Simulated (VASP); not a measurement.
Set up this calculation in VASP 6.6.1, as the native input.

```yaml
Task: single point
Functional: r2SCAN
Potentials_or_basis: VASP PAW PBE potentials, release 64 (In_d, As)
Cutoff: 520 eV
k_mesh: 8 × 8 × 8
Occupations: fermi-dirac, width 0.02 eV
Spin: non-collinear spin, zero start, spin-orbit coupling
Starting_moments: "[[0.0, 0.0, 0.0], [0.0, 0.0, 0.0]] μB"
Dipole_correction: no
Further_INCAR_settings: ALGO = Normal; EDIFF = 1e-07; NBANDS = 30
```

InAs:

```
In As
1.0
     0.00000    2.99350    2.99350
     2.99350    0.00000    2.99350
     2.99350    2.99350    0.00000
In As
1 1
Direct
  0.00000 0.00000 0.00000
  0.25000 0.25000 0.25000
```

This cell differs from its parent crystal: strain -2.0%.

These files were run (other wordings do the same):

POSCAR

```
InAs
1.0
    0.0000000000      2.9934986636      2.9934986636
    2.9934986636      0.0000000000      2.9934986636
    2.9934986636      2.9934986636      0.0000000000
In As
1 1
Direct
    0.0000000000      0.0000000000      0.0000000000
    0.2500000000      0.2500000000      0.2500000000
```

INCAR.step1

```
PREC     = Accurate       # precision mode
ENCUT    = 520            # plane-wave cutoff, eV
ISMEAR   = -1             # smearing method
SIGMA    = 0.02           # smearing width, eV
LREAL    = False          # projectors in reciprocal space
LASPH    = True           # aspherical terms in the spheres
NELM     = 150            # most SCF steps
MAGMOM   = 0 0 0 0 0 0    # initial moments
LSORBIT  = True           # spin-orbit coupling
GGA_COMPAT= False        
NBANDS   = 30             # bands
GGA      = PE             # functional
ALGO     = Normal         # electronic algorithm
EDIFF    = 1E-4           # SCF threshold, eV
LWAVE    = True           # write WAVECAR
LCHARG   = False          # write CHGCAR
```

INCAR.step2

```
PREC     = Accurate       # precision mode
ENCUT    = 520            # plane-wave cutoff, eV
EDIFF    = 1E-7           # SCF threshold, eV
ISMEAR   = -1             # smearing method
SIGMA    = 0.02           # smearing width, eV
LREAL    = False          # projectors in reciprocal space
LASPH    = True           # aspherical terms in the spheres
NELM     = 150            # most SCF steps
ALGO     = Normal         # electronic algorithm
ISIF     = 2              # what is computed and relaxed
LWAVE    = False          # write WAVECAR
LCHARG   = False          # write CHGCAR
MAGMOM   = 0 0 0 0 0 0    # initial moments
LORBIT   = 11             # projections on sites
LSORBIT  = True           # spin-orbit coupling
GGA_COMPAT= False        
LORBMOM  = True         
METAGGA  = R2SCAN         # meta-GGA
LMIXTAU  = True         
NBANDS   = 30             # bands
ISTART   = 1
```

KPOINTS

```
regular mesh
0
Gamma
  8 8 8
```

Potentials or basis: VASP PAW PBE potentials, release 64 (In_d, As).

Command:

```sh
$ cat potpaw_PBE.64/In_d/POTCAR potpaw_PBE.64/As/POTCAR > POTCAR
$ cp INCAR.step1 INCAR
$ mpirun -np 1 vasp_ncl > vasp.out
$ cp INCAR.step2 INCAR
$ mpirun -np 1 vasp_ncl > vasp.out
```

Results of the run:

The pressure is 4.0 GPa and the net moment is 0.00 μB per cell. The valence electrons inside the program's atomic spheres are In 11.53; As 2.88.

Caveat: the cell differs from its parent crystal (strain -2.0%); the cell stands under pressure; the PAW data sets were made with another functional, which shifts forces and pressure a little.

Wall time 11 min on 1 thread of AMD EPYC 7R13, with other jobs on the host, peak memory 0.43 GiB.
